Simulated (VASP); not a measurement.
Here is a VASP 6.6.1 calculation.

File INCAR:

```
ALGO = Normal
EDIFF = 1E-6
ENCUT = 520
GGA = CA
ISIF = 2
ISMEAR = 1
ISPIN = 2
LASPH = T
LCHARG = F
LMAXMIX = 4
LORBIT = 11
LREAL = F
LWAVE = F
MAGMOM = 0.5
NBANDS = 15
NELM = 150
PREC = Accurate
SIGMA = 1.0
```

KPOINTS

```
k-points
0
Gamma
  14 14 14
```

Contents of POSCAR:

```
Pd
1.0
    0.0000000000      1.9202771092      1.9202771092
    1.9202771092      0.0000000000      1.9202771092
    1.9202771092      1.9202771092      0.0000000000
Pd
1
Direct
    0.0000000000      0.0000000000      0.0000000000
```

Potentials or basis: VASP PAW LDA potentials, release 64 (Pd).

Command:

```bash
$ cat potpaw_LDA.64/Pd/POTCAR > POTCAR
$ mpirun -np 1 vasp_std > vasp.out
```

(1) Estimate the pressure.

(2) Estimate the net moment.

(3) What does it give for the band gap on the k mesh?

## Answers

(1) 0.0 GPa.

(2) 0.00 μB per cell.

(3) zero (filled and empty bands overlap).
